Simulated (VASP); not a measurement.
# TiAl (P-6m2) in VASP: further runs

The runs below take TiAl through single point, with PBEsol.

All numbers are computed with VASP 6.6.1; they aren't measurements. Logs are shortened: lines on timing, memory, paths and dates and some standing lists are left out, and cuts for length are marked.

### Step 1. The cell of the first run

It takes space group P-6m2 (No. 187, hexagonal). Conventional cell: a = 2.942 Å, b = 2.942 Å, c = 4.250 Å, α = 90.00°, β = 90.00°, γ = 120.00°. Within 3.6 Å of Ti (site symmetry -6m2) lie 6 Al at 2.72 Å and 6 Ti at 2.94 Å. Al (site symmetry -6m2) has 6 Ti at 2.72 Å and 6 Al at 2.94 Å within 3.6 Å.

### Step 2. Single point, PBEsol

INCAR

```
SYSTEM = TiAl
PREC = Accurate ; ENCUT = 520
EDIFF = 1E-6 ; ISMEAR = 0
SIGMA = 0.15 ; LREAL = .FALSE.
LASPH = .TRUE. ; NELM = 80
ALGO = Normal ; ISIF = 2
LWAVE = .FALSE. ; LCHARG = .FALSE.
GGA = PS ; NBANDS = 14
```

KPOINTS

```
Automatic mesh
0
G
  18 18 10
  0 0 0
```

POSCAR

```
TiAl
1.0
    2.9425000000      0.0000000000      0.0000000000
   -1.4712500000      2.5482797506      0.0000000000
    0.0000000000      0.0000000000      4.2497000000
Ti Al
1 1
Direct
    0.0000000000      0.0000000000      0.0000000000
    0.3333333333      0.6666666667      0.5000000000
```

Potentials or basis: VASP PAW PBE potentials, release 64 (Ti_sv, Al).

Command:

```sh
$ cat potpaw_PBE.64/Ti_sv/POTCAR potpaw_PBE.64/Al/POTCAR > POTCAR
$ mpirun -np 1 vasp_std > vasp.out
```

OUTCAR:

```text
SYSTEM = TiAl
   PREC = Accurate
   ENCUT = 520
   EDIFF = 1E-6
   ISMEAR = 0
   LREAL = .FALSE.
   LASPH = .TRUE.
   NELM = 80
   ISIF = 2
   GGA = PS

 ion  position               nearest neighbor table
   1  0.000  0.000  0.000-   2 2.72   2 2.72   2 2.72   2 2.72   2 2.72   2 2.72
   2  0.333  0.667  0.500-   1 2.72   1 2.72   1 2.72   1 2.72   1 2.72   1 2.72

  LATTYP: Found a hexagonal cell.
 ALAT       =     2.9425000000
 C/A-ratio  =     1.4442480884

  Lattice vectors:

 A1 = (   2.9425000000,   0.0000000000,   0.0000000000)
 A2 = (  -1.4712500000,   2.5482797506,   0.0000000000)
 A3 = (   0.0000000000,   0.0000000000,   4.2497000000)

Analysis of symmetry for initial positions (statically):
=====================================================================
 Subroutine PRICEL returns:
 Original cell was already a primitive cell.

 Routine SETGRP: Setting up the symmetry group for a
 hexagonal supercell.

 Subroutine GETGRP returns: Found 12 space group operations
 (whereof 12 operations were pure point group operations)
 out of a pool of 24 trial point group operations.

The static configuration has the point symmetry D_3h.

Analysis of symmetry for dynamics (positions and initial velocities):
=====================================================================
 Subroutine PRICEL returns:
 Original cell was already a primitive cell.

 Routine SETGRP: Setting up the symmetry group for a
 hexagonal supercell.

 Subroutine GETGRP returns: Found 12 space group operations
 (whereof 12 operations were pure point group operations)
 out of a pool of 24 trial point group operations.

The dynamic configuration has the point symmetry D_3h.

 Subroutine INISYM returns: Found 12 space group operations
 (whereof 12 operations are pure point group operations),
 and found     1 'primitive' translations

----------------------------------------------------------------------------------------

                                     Primitive cell

  volume of cell :      31.8656

  direct lattice vectors                    reciprocal lattice vectors
     2.942500000  0.000000000  0.000000000     0.339847069  0.196210797  0.000000000
    -1.471250000  2.548279751  0.000000000     0.000000000  0.392421593  0.000000000
     0.000000000  0.000000000  4.249700000     0.000000000  0.000000000  0.235310728

  length of vectors
     2.942500000  2.942500000  4.249700000     0.392421593  0.392421593  0.235310728

  position of ions in fractional coordinates (direct lattice)
     0.000000000  0.000000000  0.000000000
     0.333333333  0.666666667  0.500000000

  ion indices of the primitive-cell ions
   primitive index   ion index
                 1           1
                 2           2

----------------------------------------------------------------------------------------

 KPOINTS: Automatic mesh

Automatic generation of k-mesh.
 Grid dimensions read from file:
 generate k-points for:   18   18   10

 Generating k-lattice:

  Cartesian coordinates                     Fractional coordinates (reciprocal lattice)
     0.018880393  0.010900600  0.000000000     0.055555556  0.000000000  0.000000000
     0.000000000  0.021801200  0.000000000     0.000000000  0.055555556  0.000000000
     0.000000000  0.000000000  0.023531073     0.000000000  0.000000000  0.100000000

  Length of vectors
     0.021801200  0.021801200  0.023531073

  Shift w.r.t. Gamma in fractional coordinates (k-lattice)
     0.000000000  0.000000000  0.000000000

 Subroutine IBZKPT returns following result:
 ===========================================

 Found    222 irreducible k-points:

 Following reciprocal coordinates:
            Coordinates               Weight
  0.000000  0.000000  0.000000      1.000000
  0.055556  0.000000  0.000000      6.000000
  0.111111  0.000000  0.000000      6.000000
  0.166667  0.000000  0.000000      6.000000
  0.222222  0.000000  0.000000      6.000000
  0.277778 -0.000000  0.000000      6.000000
[... 16 lines left out ...]
  0.333333  0.111111  0.000000     12.000000
  0.388889  0.111111  0.000000     12.000000
 [... further k-points ...]
   k-points           NKPTS =    222   k-points in BZ     NKDIM =    222   number of bands    NBANDS=     14
   number of dos      NEDOS =    301   number of ions     NIONS =      2
   total plane-waves  NPLWV =  18432
   dimension x,y,z NGX =    24 NGY =   24 NGZ =   32
   dimension x,y,z NGXF=    48 NGYF=   48 NGZF=   64
   ions per type =               1   1
   NGX,Y,Z   is equivalent  to a cutoff of  13.56, 13.56, 12.52 a.u.
   NGXF,Y,Z  is equivalent  to a cutoff of  27.12, 27.12, 25.04 a.u.
 SYSTEM =  TiAl
   PREC   = accura    normal or accurate (medium, high low for compatibility)
   ISTART =      0    job   : 0-new  1-cont  2-samecut
   ICHARG =      2    charge: 1-file 2-atom 10-const
   ISPIN  =      1    spin polarized calculation?
   LNONCOLLINEAR =      F non collinear calculations
   LSORBIT =      F    spin-orbit coupling
   LASPH  =      T    aspherical Exc in radial PAW
   ENCUT  =  520.0 eV  38.22 Ry    6.18 a.u.   5.47  5.47  7.90*2*pi/ulx,y,z
   NELM   =     80;   NELMIN=  2; NELMDL= -5     # of ELM steps
   EDIFF  = 0.1E-05   stopping-criterion for ELM
   LREAL  =      F    real-space projection
   EDIFFG = 0.1E-04   stopping-criterion for IOM
   NSW    =      0    number of steps for IOM
   IBRION =     -1    ionic relax: 0-MD 1-quasi-New 2-CG
   NFREE  =      0    steps in history (QN), initial steepest desc. (CG)
   ISIF   =      2    stress and relaxation
   ISYM   =      2    0-nonsym 1-usesym 2-fastsym
   POTIM  = 0.5000    time-step for ionic-motion
   TEBEG  =    0.0;   TEEND  =   0.0 temperature during run
   PSTRESS=    0.0 pullay stress
   NELECT =      15.0000    total number of electrons
   NUPDOWN=      -1.0000    fix difference up-down
   EMIN   =  10.00;   EMAX   =-10.00  energy-range for DOS
   EFERMI =   0.00;   METHOD = LEGACY
   ISMEAR =     0;   SIGMA  =   0.15  broadening in eV -4-tet -1-fermi 0-gaus
   EFERMI_NEDOS =   21; number of points for ismear=-14 and -15
   IALGO  =     38    algorithm
   IMIX   =      4    mixing-type and parameters
     AMIX     =   0.40;   BMIX     =  1.00
     AMIX_MAG =   1.60;   BMIX_MAG =  1.00
  volume/ion in A,a.u.               =      15.93       107.52
  Fermi-wavevector in a.u.,A,eV,Ry     =   1.273497  2.406561 22.065860  1.621795
  Thomas-Fermi vector in A             =   2.406317
   LORBIT       =      0    0 simple, 1 ext, 2 COOP (PROOUT), +10 PAW based schemes
   GGA     = PS    functional components
   LHFCALC =     F    Hartree Fock is set to
   AEXX    =    0.0000 exact exchange contribution
   IVDW    =     0    specifies the selected vdW correction
   LEPSILON=     F    determine dielectric tensor
   LRPA    =     F    only Hartree local field effects (RPA)
 non-spin polarized calculation
 Gauss-broadening in eV      SIGMA  =   0.15
  energy-cutoff  :      520.00
  volume of cell :       31.87
 maximum number of plane-waves:       915
 NGX is ok and might be reduce to    24
   NGX = 11   NGY = 11   NGZ = 15

 number of electron      14.9999997 magnetization

 Free energy of the ion-electron system (eV)
  ---------------------------------------------------
  ext. energy  EPLUGINS =         0.00000000
  ---------------------------------------------------
  free energy    TOTEN  =       -12.81644513 eV

  energy without entropy =      -12.78640308  energy(sigma->0) =      -12.80142410

 E-fermi :   8.1457     XC(G=0): -11.2222

 val. band max:        8.1446890662   @ k =   0.2778   0.0556   0.3000
 cond. band min:       8.1500926660   @ k =   0.3333   0.3333   0.3000
 fundamental gap:      0.0054035998
 Fermi energy:         8.1456840177

 k-point     1 :       0.0000    0.0000    0.0000
  band No.  band energies     occupation
      1     -48.0882      2.00000
      2     -24.5388      2.00000
      3     -24.1583      2.00000
      4     -24.1583      2.00000
      5      -0.7456      2.00000
      6       6.2200      2.00000
      7       7.4194      2.00000
      8       9.3434      0.00000
      9       9.3434      0.00000
     10      10.6653      0.00000
     11      10.6653      0.00000
     12      13.7609      0.00000
     13      20.0856      0.00000
     14      20.0856      0.00000

 k-point     2 :       0.0556    0.0000    0.0000
  band No.  band energies     occupation
      1     -48.0860      2.00000
      2     -24.5365      2.00000
      3     -24.1727      2.00000
      4     -24.1615      2.00000
      5      -0.6716      2.00000
      6       6.2888      2.00000
      7       7.3862      2.00000
      8       9.2661      0.00000
      9       9.4013      0.00000
     10      10.6439      0.00000
     11      10.7348      0.00000
     12      13.7649      0.00000
     13      19.0393      0.00000
     14      19.4562      0.00000

 k-point     3 :       0.1111    0.0000    0.0000
  band No.  band energies     occupation
      1     -48.0798      2.00000
      2     -24.5298      2.00000
      3     -24.2143      2.00000
      4     -24.1710      2.00000
      5      -0.4512      2.00000
      6       6.4853      2.00000
      7       7.2970      2.00000
      8       9.0519      0.00000
      9       9.5718      0.00000
     10      10.5826      0.00000
     11      10.9317      0.00000
     12      13.7693      0.00000
     13      17.4256      0.00000
     14      18.5931      0.00000

 k-point     4 :       0.1667    0.0000    0.0000
  band No.  band energies     occupation
      1     -48.0702      2.00000
      2     -24.5197      2.00000
      3     -24.2776      2.00000
      4     -24.1855      2.00000
      5      -0.0884      2.00000
      6       6.7740      2.00000
      7       7.1757      2.00000
      8       8.7454      0.00000
      9       9.8450      0.00000
     10      10.4903      0.00000
     11      11.2280      0.00000
     12      13.7360      0.00000
     13      15.8894      0.00000
     14      17.7984      0.00000

 k-point     5 :       0.2222    0.0000    0.0000
  band No.  band energies     occupation
      1     -48.0584      2.00000
      2     -24.5072      2.00000
      3     -24.3547      2.00000
      4     -24.2032      2.00000
      5       0.4100      2.00000
      6       7.0463      2.00000
      7       7.0773      2.00000
      8       8.4020      0.01567
      9      10.2038      0.00000
     10      10.3798      0.00000
     11      11.5920      0.00000
[... 276 lines left out ...]
 k-point    22 :       0.2778    0.1111    0.0000
  band No.  band energies     occupation
      1     -48.0309      2.00000
      2     -24.5092      2.00000
      3     -24.4780      2.00000
      4     -24.2672      2.00000
      5       1.9794      2.00000
      6       6.8839      2.00000
      7       7.1773      2.00000
      8       7.7733      1.99955
      9       9.8279      0.00000
     10      10.8774      0.00000
     11      12.5131      0.00000
     12      12.7930      0.00000
     13      14.0460      0.00000
     14      14.8669      0.00000

 k-point    23 :       0.3333    0.1111    0.0000
  band No.  band energies     occupation
      1     -48.0218      2.00000
      2     -24.5619      2.00000
      3     -24.4684      2.00000
      4     -24.2855      2.00000
      5       2.8136      2.00000
      6       6.6396      2.00000
      7       6.8478      2.00000
      8       7.5362      2.00000
      9       9.6728      0.00000
     10      11.1040      0.00000
     11      12.4357      0.00000
     12      13.2408      0.00000
     13      13.8484      0.00000
     14      14.9302      0.00000

 k-point    24 :       0.3889    0.1111    0.0000
  band No.  band energies     occupation
      1     -48.0159      2.00000
      2     -24.5960      2.00000
      3     -24.4621      2.00000
      4     -24.2975      2.00000
      5       3.7069      2.00000
      6       5.8382      2.00000
      7       6.8301      2.00000
      8       7.3593      2.00000
      9       9.5689      0.00000
     10      11.3580      0.00000
     11      12.4723      0.00000
     12      13.5832      0.00000
     13      13.6574      0.00000
     14      15.1514      0.00000

 [... further k-points ...]
[... 5 lines left out ...]
  --------------------------------------------------------------------------------------
  -------------------------------------------------------------------------------------
  Total       -0.1034207     -0.1034207      2.9633581      0.0000000      0.0000000     -0.0000000
  in kB       -5.1999123     -5.1999123    148.9954054      0.0000000      0.0000000     -0.0000000
  external PRESSURE =      46.1985270 kB  Pullay stress =       0.0000000 kB

 VOLUME and BASIS-vectors are now :
 -----------------------------------------------------------------------------
  energy-cutoff  :      520.00
  volume of cell :       31.87
      direct lattice vectors                 reciprocal lattice vectors
     2.942500000  0.000000000  0.000000000     0.339847069  0.196210797  0.000000000
    -1.471250000  2.548279751  0.000000000     0.000000000  0.392421593  0.000000000
     0.000000000  0.000000000  4.249700000     0.000000000  0.000000000  0.235310728

 POSITION                                       TOTAL-FORCE (eV/Angst)
 -----------------------------------------------------------------------------------
      0.00000      0.00000      0.00000         0.000000     -0.000000      0.000000
     -0.00000      1.69885      2.12485        -0.000000      0.000000      0.000000
 -----------------------------------------------------------------------------------
    total drift:                                0.000000     -0.000000      0.000000

  FREE ENERGIE OF THE ION-ELECTRON SYSTEM (eV)
  ---------------------------------------------------
  free  energy   TOTEN  =       -12.8164451320 eV

  energy  without entropy=      -12.7864030780  energy(sigma->0) =      -12.80142410
```

Run time: 1.9 min. Hardware: 1 thread of Intel Xeon 8259CL, shared host; peak memory 0.23 GiB.

Results:

```yaml
Free_energy: -12.8164 eV
Pressure: 4.6 GPa
Band_gap_on_the_k_mesh: zero (an odd number of electrons rules out a gap without spin polarisation)
```

Stress tensor (GPa, compression positive):
```
-0.52  0.00  0.00
 0.00 -0.52  0.00
 0.00  0.00 14.90
```

Caveat: the cell stands under pressure; the PAW data sets were made with another functional, which shifts forces and pressure a little.

[end of part 1 of 2]
